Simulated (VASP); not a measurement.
# Bi2TeSe2 (R-3m) in VASP: single point with PBEsol

Aim: the single point of Bi2TeSe2 with PBEsol.

All numbers are computed with VASP 6.6.1; they aren't measurements. Logs are shortened: lines on timing, memory, paths and dates and some standing lists are left out, and cuts for length are marked.

**1. The cell of the first run**

It takes space group R-3m (No. 166, trigonal). The conventional cell has a = 4.203 Å, b = 4.203 Å, c = 29.249 Å, α = 90.00°, β = 90.00°, γ = 120.00°. Bi (site symmetry 3m) has 3 Se at 2.87 Å and 3 Te at 3.22 Å within 3.8 Å. Te (site symmetry -3m) has 6 Bi at 3.22 Å and 6 Te at 4.20 Å and 6 Se at 4.38 Å within 4.4 Å. Se (site symmetry 3m) has 3 Bi at 2.87 Å and 3 Se at 3.46 Å within 3.8 Å.

**2. Single point, PBEsol**

Input file INCAR:

```
PREC = Accurate ; ENCUT = 520
EDIFF = 1E-6 ; ISMEAR = 0
SIGMA = 0.1 ; LREAL = False
LASPH = True ; NELM = 80
ALGO = Normal ; ISIF = 2
LWAVE = False ; LCHARG = True
GGA = PS ; LELF = True
LVHAR = True ; NBANDS = 32
```

Input file KPOINTS:

```
regular mesh
0
Gamma
  6 6 6
```

Input file POSCAR:

```
Bi2TeSe2
1.0
    2.1014024962      1.2132452968      9.7495035306
   -2.1014024962      1.2132452968      9.7495035306
    0.0000000000     -2.4264905937      9.7495035306
Bi Te Se
2 1 2
Direct
    0.4054823455      0.4054823455      0.4054823455
    0.5945176545      0.5945176545      0.5945176545
    0.0000000000      0.0000000000      0.0000000000
    0.2088121313      0.2088121313      0.2088121313
    0.7911878687      0.7911878687      0.7911878687
```

Potentials or basis: VASP PAW PBE potentials, release 64 (Bi_d, Te, Se).

Run with:

```sh
> cat potpaw_PBE.64/Bi_d/POTCAR potpaw_PBE.64/Te/POTCAR potpaw_PBE.64/Se/POTCAR > POTCAR
> mpirun -np 1 vasp_std > vasp.out
```

OUTCAR:

```text
PREC = Accurate
   ENCUT = 520
   EDIFF = 1E-6
   ISMEAR = 0
   LREAL = False
   LASPH = True
   NELM = 80
   ISIF = 2
   GGA = PS

 ion  position               nearest neighbor table
   1  0.405  0.405  0.405-   5 2.87   5 2.87   5 2.87   3 3.22   3 3.22   3 3.22
   2  0.595  0.595  0.595-   4 2.87   4 2.87   4 2.87   3 3.22   3 3.22   3 3.22
   3  0.000  0.000  0.000-   2 3.22   1 3.22   2 3.22   2 3.22   1 3.22   1 3.22
   4  0.209  0.209  0.209-   2 2.87   2 2.87   2 2.87
   5  0.791  0.791  0.791-   1 2.87   1 2.87   1 2.87

  LATTYP: Found a trigonal (rhomboedric) cell.
 ALAT       =    10.0469236931
 COS(alpha) =     0.9125051934

  Lattice vectors:

 A1 = (   2.1014024962,   1.2132452968,   9.7495035306)
 A2 = (  -2.1014024962,   1.2132452968,   9.7495035306)
 A3 = (   0.0000000000,  -2.4264905937,   9.7495035306)

Analysis of symmetry for initial positions (statically):
=====================================================================
 Subroutine PRICEL returns:
 Original cell was already a primitive cell.

 Routine SETGRP: Setting up the symmetry group for a
 trigonal (rhombohedral) supercell.

 Subroutine GETGRP returns: Found 12 space group operations
 (whereof 12 operations were pure point group operations)
 out of a pool of 12 trial point group operations.

The static configuration has the point symmetry D_3d.

Analysis of symmetry for dynamics (positions and initial velocities):
=====================================================================
 Subroutine PRICEL returns:
 Original cell was already a primitive cell.

 Routine SETGRP: Setting up the symmetry group for a
 trigonal (rhombohedral) supercell.

 Subroutine GETGRP returns: Found 12 space group operations
 (whereof 12 operations were pure point group operations)
 out of a pool of 12 trial point group operations.

The dynamic configuration has the point symmetry D_3d.

 Subroutine INISYM returns: Found 12 space group operations
 (whereof 12 operations are pure point group operations),
 and found     1 'primitive' translations

----------------------------------------------------------------------------------------

                                     Primitive cell

  volume of cell :     149.1391
[... 93 lines left out ...]
   ENCUT  =  520.0 eV  38.22 Ry    6.18 a.u.  18.68 18.68 18.68*2*pi/ulx,y,z
   NELM   =     80;   NELMIN=  2; NELMDL= -5     # of ELM steps
   EDIFF  = 0.1E-05   stopping-criterion for ELM
   LREAL  =      F    real-space projection
   EDIFFG = 0.1E-04   stopping-criterion for IOM
   NSW    =      0    number of steps for IOM
   IBRION =     -1    ionic relax: 0-MD 1-quasi-New 2-CG
   NFREE  =      0    steps in history (QN), initial steepest desc. (CG)
   ISIF   =      2    stress and relaxation
   ISYM   =      2    0-nonsym 1-usesym 2-fastsym
   POTIM  = 0.5000    time-step for ionic-motion
   TEBEG  =    0.0;   TEEND  =   0.0 temperature during run
   PSTRESS=    0.0 pullay stress
   NELECT =      48.0000    total number of electrons
   NUPDOWN=      -1.0000    fix difference up-down
   EMIN   =  10.00;   EMAX   =-10.00  energy-range for DOS
   EFERMI =   0.00;   METHOD = LEGACY
   ISMEAR =     0;   SIGMA  =   0.10  broadening in eV -4-tet -1-fermi 0-gaus
   EFERMI_NEDOS =   21; number of points for ismear=-14 and -15
   IALGO  =     38    algorithm
   IMIX   =      4    mixing-type and parameters
     AMIX     =   0.40;   BMIX     =  1.00
     AMIX_MAG =   1.60;   BMIX_MAG =  1.00
  volume/ion in A,a.u.               =      29.83       201.29
  Fermi-wavevector in a.u.,A,eV,Ry     =   1.121910  2.120103 17.125411  1.258682
  Thomas-Fermi vector in A             =   2.258567
   LORBIT       =      0    0 simple, 1 ext, 2 COOP (PROOUT), +10 PAW based schemes
   GGA     = PS    functional components
   LHFCALC =     F    Hartree Fock is set to
   AEXX    =    0.0000 exact exchange contribution
   IVDW    =     0    specifies the selected vdW correction
   LEPSILON=     F    determine dielectric tensor
   LRPA    =     F    only Hartree local field effects (RPA)
 non-spin polarized calculation
 Gauss-broadening in eV      SIGMA  =   0.10
  energy-cutoff  :      520.00
  volume of cell :      149.14
 maximum number of plane-waves:      4038
 NGX is ok and might be reduce to    80
   NGX = 37   NGY = 37   NGZ = 37

 number of electron      48.0000004 magnetization

 Free energy of the ion-electron system (eV)
  ---------------------------------------------------
  ext. energy  EPLUGINS =         0.00000000
  ---------------------------------------------------
  free energy    TOTEN  =       -21.31782861 eV

  energy without entropy =      -21.31782813  energy(sigma->0) =      -21.31782837

 E-fermi :   5.6053     XC(G=0):  -9.6721

 val. band max:        5.3405551906   @ k =   0.0000   0.0000   0.0000
 cond. band min:       5.8700697093   @ k =   0.0000   0.0000   0.0000
 fundamental gap:      0.5295145187
 Fermi energy:         5.6053200241

 k-point     1 :       0.0000    0.0000    0.0000
  band No.  band energies     occupation
      1     -17.6841      2.00000
      2     -17.6841      2.00000
      3     -17.6828      2.00000
      4     -17.6828      2.00000
      5     -17.6759      2.00000
      6     -17.6740      2.00000
[... 829 lines left out ...]
     31      10.2727      0.00000
     32      11.4119      0.00000

 [... further k-points ...]

------------------------ aborting loop because EDIFF is reached ----------------------------------------

  FORCE on cell =-STRESS in cart. coord.  units (eV):
  Direction    XX          YY          ZZ          XY          YZ          ZX
  --------------------------------------------------------------------------------------
  -------------------------------------------------------------------------------------
  Total        0.2015101      0.2015101     -0.1609403      0.0000000      0.0000000     -0.0000000
  in kB        2.1647896      2.1647896     -1.7289554      0.0000000      0.0000000     -0.0000000
  external PRESSURE =       0.8668746 kB  Pullay stress =       0.0000000 kB

 VOLUME and BASIS-vectors are now :
 -----------------------------------------------------------------------------
  energy-cutoff  :      520.00
  volume of cell :      149.14
      direct lattice vectors                 reciprocal lattice vectors
     2.101402496  1.213245297  9.749503531     0.237936331  0.137372605  0.034189775
    -2.101402496  1.213245297  9.749503531    -0.237936331  0.137372605  0.034189775
     0.000000000 -2.426490594  9.749503531     0.000000000 -0.274745210  0.034189775

 POSITION                                       TOTAL-FORCE (eV/Angst)
 -----------------------------------------------------------------------------------
      0.00000     -0.00000     11.85975         0.000000      0.000000     -0.014999
      0.00000     -0.00000     17.38876         0.000000     -0.000000      0.014999
      0.00000      0.00000      0.00000         0.000000     -0.000000      0.000000
      0.00000     -0.00000      6.10744         0.000000      0.000000     -0.005797
      0.00000     -0.00000     23.14107         0.000000     -0.000000      0.005797
 -----------------------------------------------------------------------------------
    total drift:                                0.000000      0.000000     -0.000000

  FREE ENERGIE OF THE ION-ELECTRON SYSTEM (eV)
  ---------------------------------------------------
  free  energy   TOTEN  =       -21.3178286125 eV

  energy  without entropy=      -21.3178281321  energy(sigma->0) =      -21.31782837
```

OSZICAR:

```text
N       E                     dE             d eps       ncg     rms          rms(c)
DAV:   1     0.458995005810E+03    0.45900E+03   -0.22237E+04  2048   0.151E+03
DAV:   2     0.319470828604E+02   -0.42705E+03   -0.41016E+03  2096   0.404E+02
DAV:   3    -0.195703614598E+02   -0.51517E+02   -0.49040E+02  2680   0.148E+02
DAV:   4    -0.218374592082E+02   -0.22671E+01   -0.22584E+01  2280   0.325E+01
DAV:   5    -0.219287264221E+02   -0.91267E-01   -0.91260E-01  3136   0.676E+00    0.559E+00
DAV:   6    -0.213191342361E+02    0.60959E+00   -0.69344E-01  2816   0.693E+00    0.374E+00
DAV:   7    -0.213178098201E+02    0.13244E-02   -0.34738E-01  2248   0.237E+00    0.199E+00
DAV:   8    -0.213184517017E+02   -0.64188E-03   -0.37716E-02  2752   0.954E-01    0.479E-01
DAV:   9    -0.213176963816E+02    0.75532E-03   -0.16282E-03  2352   0.368E-01    0.212E-01
DAV:  10    -0.213178120732E+02   -0.11569E-03   -0.11592E-03  2576   0.162E-01    0.463E-02
DAV:  11    -0.213178238861E+02   -0.11813E-04   -0.78588E-05  2680   0.603E-02    0.227E-02
DAV:  12    -0.213178281517E+02   -0.42655E-05   -0.14754E-05  2104   0.184E-02    0.102E-02
DAV:  13    -0.213178286125E+02   -0.46087E-06   -0.22283E-06  2008   0.115E-02
   1 F= -.21317829E+02 E0= -.21317828E+02  d E =-.480443E-06
```

stdout:

```text
POSCAR found type information on POSCAR BiTeSe
 POSCAR found :  3 types and       5 ions
 scaLAPACK will be used
 -----------------------------------------------------------------------------
|                                                                             |
|                                                                             |
|     You enforced a specific xc type in the INCAR file but a different       |
|     I HOPE YOU KNOW WHAT YOU ARE DOING!                                     |
|                                                                             |
 -----------------------------------------------------------------------------

 LDA part: xc-table for (Slater+PW92), standard interpolation
 POSCAR, INCAR and KPOINTS ok, starting setup
 FFT: planning ... GRIDC
 FFT: planning ... GRID_SOFT
 FFT: planning ... GRID
 WAVECAR not read
 entering main loop
```

Wall time 7.9 min (1 thread of AMD EPYC 9R45 (Zen 5), shared host); peak memory 0.96 GiB.

Results:

| Quantity | Value |
| --- | --- |
| Free energy | -21.3178 eV |
| Pressure | 0.1 GPa |
| Largest force | 0.015 eV/Å |
| Band gap on the k mesh | 0.53 eV |

Forces in eV/Å, atoms in the order of the input:
```
Bi   0.000  0.000 -0.015
Bi   0.000  0.000  0.015
Te   0.000  0.000  0.000
Se   0.000  0.000 -0.006
Se   0.000  0.000  0.006
```

Stress tensor (GPa, compression positive):
```
 0.22  0.00  0.00
 0.00  0.22  0.00
 0.00  0.00 -0.17
```

Caveat: the PAW data sets were made with another functional, which shifts forces and pressure a little; spin-orbit coupling is left out, which moves the levels of the heavy elements.
